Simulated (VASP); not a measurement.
# Cu8O9 (a cell with a defect) in VASP: a series of runs

Cu8O9 (a cell with a defect) is run at these levels: PBEsol; tasks: single point.

All numbers are computed with VASP 6.6.1; they aren't measurements. Logs are shortened: lines on timing, memory, paths and dates and some standing lists are left out, and cuts for length are marked.

## (1) The cell of the first run

The cell holds a defect, 17 atoms: a = 5.801 Å, b = 5.801 Å, c = 5.129 Å, α = 97.69°, β = 97.69°, γ = 72.31°.

## (2) Single point, PBEsol, collinear spin, zero start

The input, INCAR:

```
PREC = Accurate ; ENCUT = 520
EDIFF = 1E-6 ; ISMEAR = -1
SIGMA = 0.02 ; LREAL = Auto
LASPH = True ; NELM = 150
ALGO = Normal ; ISIF = 2
LWAVE = False ; LCHARG = False
ISPIN = 2 ; MAGMOM = 0 0 0 0 0 0 0 0 0 0 0 0 0 0 0 0 0
LORBIT = 11 ; LMAXMIX = 4
GGA = PS ; NBANDS = 89
```

The input, KPOINTS:

```
Automatic mesh
0
Gamma
  2 2 2
```

The input, POSCAR:

```
Cu8O9
1.0
    4.6837000000     -3.4226000000      0.0000000000
    4.6837000000      3.4226000000      0.0000000000
   -0.8500270000      0.0000000000      5.0578690000
Cu O
8 9
Direct
   -0.0410981027      0.2631735036      0.0450980443
    0.2479882301     -0.0386359737      0.5192107585
   -0.0031594721      0.6999025276     -0.0044287426
    0.2220364361      0.4708823427      0.5235406453
    0.4312325137      0.3306949107      0.0245162538
    0.7702453739      0.0229772152      0.4847100627
    0.4514183140      0.8134822420      0.0351926869
    0.7794453653      0.5216296696      0.4627442901
    0.2309289968      0.1840348227      0.2978329411
    0.1619595480      0.3086024510      0.7974702389
    0.2773560400      0.6628524463      0.2678203014
    0.2229943704      0.7460762379      0.7475480286
    0.7236715525      0.2688126733      0.2385787374
    0.7632196392      0.3215086592      0.7223793262
    0.7570366415      0.7683438349      0.2351978669
    0.7913710896      0.7781355377      0.6996227067
    0.5293477931      0.0142715353      0.8322675024
```

Potentials or basis: VASP PAW PBE potentials, release 64 (Cu, O).

On the command line:

```bash
cat potpaw_PBE.64/Cu/POTCAR potpaw_PBE.64/O/POTCAR > POTCAR
mpirun -np 1 vasp_std > vasp.out
```

OUTCAR:

```text
PREC = Accurate
   ENCUT = 520
   EDIFF = 1E-6
   ISMEAR = -1
   LREAL = Auto
   LASPH = True
   NELM = 150
   ISIF = 2
   ISPIN = 2
   LORBIT = 11
   GGA = PS

 ion  position               nearest neighbor table
   1  0.959  0.263  0.045-  13 1.78   9 1.88  14 1.89  10 1.94   8 2.59   3 2.66
   2  0.248  0.961  0.519-   9 1.80  12 1.87  11 1.99  17 2.19  10 2.27   6 2.67
   3  0.997  0.700  0.996-  16 1.82  15 1.90  11 1.98  12 2.04  10 2.33   1 2.66   5 2.77
   4  0.222  0.471  0.524-  12 1.84   9 1.89  10 1.91  11 1.95   8 2.48
   5  0.431  0.331  0.025-  10 1.85  13 1.86  17 1.92  11 2.16   9 2.32   3 2.77
   6  0.770  0.023  0.485-  15 1.83  16 1.88  13 1.96  14 1.97   2 2.67
   7  0.451  0.813  0.035-  17 1.85  15 1.89  12 1.93  11 2.08
   8  0.779  0.522  0.463-  16 1.80  13 1.82  14 1.91  15 1.93   4 2.48   1 2.59
   9  0.231  0.184  0.298-   2 1.80   1 1.88   4 1.89   5 2.32
  10  0.162  0.309  0.797-   5 1.85   4 1.91   1 1.94   2 2.27   3 2.33
  11  0.277  0.663  0.268-   4 1.95   3 1.98   2 1.99   7 2.08   5 2.16
  12  0.223  0.746  0.748-   4 1.84   2 1.87   7 1.93   3 2.04
  13  0.724  0.269  0.239-   1 1.78   8 1.82   5 1.86   6 1.96
  14  0.763  0.322  0.722-   1 1.89   8 1.91   6 1.97
  15  0.757  0.768  0.235-   6 1.83   7 1.89   3 1.90   8 1.93
  16  0.791  0.778  0.700-   8 1.80   3 1.82  17 1.85   6 1.88
  17  0.529  0.014  0.832-  16 1.85   7 1.85   5 1.92   2 2.19

  LATTYP: Found a base centered monoclinic cell.
 ALAT       =     9.3674000000
 B/A-ratio  =     0.7307470589
 C/A-ratio  =     0.5475158037
 COS(beta)  =    -0.1657360545

  Lattice vectors:

 A1 = (   4.6837000000,  -3.4226000000,   0.0000000000)
 A2 = (   4.6837000000,   3.4226000000,   0.0000000000)
 A3 = (  -0.8500270000,   0.0000000000,   5.0578690000)

Analysis of symmetry for initial positions (statically):
=====================================================================
 Subroutine PRICEL returns:
 Original cell was already a primitive cell.

 Routine SETGRP: Setting up the symmetry group for a
 base centered monoclinic supercell.

 Subroutine GETGRP returns: Found  1 space group operations
 (whereof  1 operations were pure point group operations)
 out of a pool of  4 trial point group operations.

The static configuration has the point symmetry C_1 .

Analysis of symmetry for dynamics (positions and initial velocities):
=====================================================================
 Subroutine PRICEL returns:
 Original cell was already a primitive cell.

 Routine SETGRP: Setting up the symmetry group for a
 base centered monoclinic supercell.

 Subroutine GETGRP returns: Found  1 space group operations
 (whereof  1 operations were pure point group operations)
 out of a pool of  4 trial point group operations.

The dynamic configuration has the point symmetry C_1 .
[... 171 lines left out ...]

  energy without entropy =      -87.50178593  energy(sigma->0) =      -87.50722570

 E-fermi :   5.8945     XC(G=0): -12.4082

 val. band max:        5.8658426810   @ k =  -0.0000   0.5000   0.0000
 cond. band min:       5.9130689725   @ k =   0.5000   0.5000   0.5000
 fundamental gap:      0.0472262916
 Fermi energy:         5.8945031253

 spin component 1

 k-point     1 :       0.0000    0.0000    0.0000
  band No.  band energies     occupation
      1     -14.7970      1.00000
      2     -13.7433      1.00000
      3     -13.4879      1.00000
      4     -13.2536      1.00000
      5     -12.9598      1.00000
      6     -12.6299      1.00000
[... 677 lines left out ...]
     82      12.2830      0.00000
     83      12.5262      0.00000
 Fermi energy:         5.8945031253

 spin component 2

 k-point     1 :       0.0000    0.0000    0.0000
  band No.  band energies     occupation
      1     -14.7970      1.00000
      2     -13.7433      1.00000
      3     -13.4879      1.00000
      4     -13.2536      1.00000
      5     -12.9597      1.00000
      6     -12.6299      1.00000
[... 677 lines left out ...]
     82      12.2830      0.00000
     83      12.5262      0.00000
 [bands above 83 left out]

------------------------ aborting loop because EDIFF is reached ----------------------------------------

  FORCE on cell =-STRESS in cart. coord.  units (eV):
  Direction    XX          YY          ZZ          XY          YZ          ZX
  --------------------------------------------------------------------------------------
  -------------------------------------------------------------------------------------
  Total       12.8883752     15.8364635     12.3094294     -4.2971286     -0.4159165      0.8456786
  in kB      127.3403284    156.4681680    121.6202004    -42.4566908     -4.1093572      8.3555136
  external PRESSURE =     135.1428989 kB  Pullay stress =       0.0000000 kB

 VOLUME and BASIS-vectors are now :
 -----------------------------------------------------------------------------
  energy-cutoff  :      520.00
  volume of cell :      162.16
      direct lattice vectors                 reciprocal lattice vectors
     4.683700000 -3.422600000  0.000000000     0.106753208 -0.146087770  0.017940977
     4.683700000  3.422600000  0.000000000     0.106753208  0.146087770  0.017940977
    -0.850027000  0.000000000  5.057869000     0.000000000  0.000000000  0.197711724

 POSITION                                       TOTAL-FORCE (eV/Angst)
 -----------------------------------------------------------------------------------
      5.68550     -2.38120      0.22810         1.232893     -0.785082     -2.430981
      5.22290      2.44160      2.62610        -0.203432      0.108883      1.085281
      7.10077     -1.01630      5.03547         1.290832     -0.233661      0.309158
      2.80040      0.85170      2.64800         0.070458     -0.643336     -0.154584
      3.54780     -0.34410      0.12400        -0.250607     -0.711198     -0.293552
      3.30320     -2.55760      2.45160         1.351133      1.456018      0.623206
[... 9 lines left out ...]
      6.75640     -0.04530      3.53860        -0.231786     -0.186507      0.131841
      1.83870     -1.76290      4.20950         0.089322      0.830509      0.118938
 -----------------------------------------------------------------------------------
    total drift:                                0.003069     -0.003234      0.003618

  FREE ENERGIE OF THE ION-ELECTRON SYSTEM (eV)
  ---------------------------------------------------
  free  energy   TOTEN  =       -87.5126654602 eV

  energy  without entropy=      -87.5017859312  energy(sigma->0) =      -87.50722570

 total charge

# of ion       s       p       d       tot
------------------------------------------
    1        0.450   0.528   9.123  10.101
    2        0.400   0.447   9.148   9.994
    3        0.402   0.459   9.153  10.014
    4        0.429   0.483   9.152  10.064
    5        0.404   0.449   9.147   9.999
    6        0.414   0.452   9.130   9.996
[... 9 lines left out ...]
   16        1.606   3.334   0.000   4.940
   17        1.613   3.253   0.000   4.866
--------------------------------------------------
tot         17.597  34.109  73.140 124.846

 magnetization (x)

# of ion       s       p       d       tot
------------------------------------------
    1        0.000  -0.000  -0.000  -0.000
    2        0.000   0.000   0.000   0.000
    3       -0.000  -0.000   0.000   0.000
    4        0.000   0.000   0.000   0.000
    5        0.000   0.000   0.000   0.000
    6       -0.000  -0.000   0.000   0.000
[... 9 lines left out ...]
   16        0.000   0.000   0.000   0.000
   17        0.000   0.000   0.000   0.000
--------------------------------------------------
tot          0.000   0.000   0.000   0.000
```

OSZICAR:

```text
N       E                     dE             d eps       ncg     rms          rms(c)
DAV:   1     0.206757254325E+04    0.20676E+04   -0.59425E+04  2896   0.256E+03
DAV:   2     0.440485094236E+03   -0.16271E+04   -0.15157E+04  2848   0.669E+02
DAV:   3    -0.354416626210E+02   -0.47593E+03   -0.43952E+03  2992   0.325E+02
[... 15 lines left out ...]
DAV:  19    -0.875126549735E+02    0.43584E-06   -0.33044E-04  4152   0.280E-01    0.358E-02
DAV:  20    -0.875126734485E+02   -0.18475E-04   -0.13065E-04  4944   0.195E-01    0.383E-02
DAV:  21    -0.875126664360E+02    0.70126E-05   -0.59745E-05  4096   0.169E-01    0.166E-02
DAV:  22    -0.875126651763E+02    0.12597E-05   -0.14186E-05  4000   0.684E-02    0.778E-03
DAV:  23    -0.875126654602E+02   -0.28393E-06   -0.51895E-06  2872   0.408E-02
   1 F= -.87512665E+02 E0= -.87507226E+02  d E =-.108795E-01  mag=     0.0001
```

stdout:

```text
POSCAR found type information on POSCAR CuO
 POSCAR found :  2 types and      17 ions
 scaLAPACK will be used
 -----------------------------------------------------------------------------
|                                                                             |
|                                                                             |
|     You enforced a specific xc type in the INCAR file but a different       |
|     I HOPE YOU KNOW WHAT YOU ARE DOING!                                     |
|                                                                             |
 -----------------------------------------------------------------------------

 LDA part: xc-table for (Slater+PW92), standard interpolation
 POSCAR, INCAR and KPOINTS ok, starting setup
 FFT: planning ... GRIDC
 FFT: planning ... GRID_SOFT
 FFT: planning ... GRID
 WAVECAR not read
 entering main loop
```

Run time: 15 min. Hardware: 1 thread of Intel Xeon Platinum 8259CL at 2.50GHz (Skylake/Cascade Lake), shared host; peak memory 0.44 GiB.

What came out:

* Free energy: -87.5127 eV
* Pressure: 13.5 GPa
* Largest force: 2.837 eV/Å
* Band gap on the k mesh: zero (filled and empty bands overlap)
* Net moment: 0.00 μB per cell
* Valence electrons inside the program's atomic spheres: Cu 10.10, 9.99, 10.01, 10.06, 10.00, 10.14 (each value once); O 4.98, 4.94, 4.93, 5.02, 4.91, 4.99, 4.87 (each value once)

Forces in eV/Å, atoms in the order of the input:
```
Cu   1.233 -0.785 -2.431
Cu  -0.203  0.109  1.085
Cu   1.291 -0.234  0.309
Cu   0.070 -0.643 -0.155
Cu  -0.251 -0.711 -0.294
Cu   1.351  1.456  0.623
Cu  -0.797 -0.005  0.042
Cu  -0.591  0.555  1.084
O    0.517  0.054 -0.614
O    0.274 -0.070  0.459
O    0.140 -0.164 -1.093
O    0.504 -0.066  1.205
O   -1.246 -0.152  0.239
O   -1.432  0.442 -0.133
O   -0.718 -0.429 -0.578
O   -0.232 -0.187  0.132
O    0.089  0.831  0.119
```

Stress tensor (GPa, compression positive):
```
12.73 -4.25  0.84
-4.25 15.65 -0.41
 0.84 -0.41 12.16
```

Caveat: the k points lie up to 0.62 Å⁻¹ apart; the PAW data sets were made with another functional, which shifts forces and pressure a little; semilocal functionals often make such compounds metallic where correlation or magnetic order opens a gap, which also shifts bond lengths. With open d or f shells a metallic result of PBEsol can be an artefact of self-interaction; +U or a hybrid may open a gap.

(Continued in part 2 of 2.)

The gap in the log of VASP goes by the Fermi energy; the results here count the filled bands.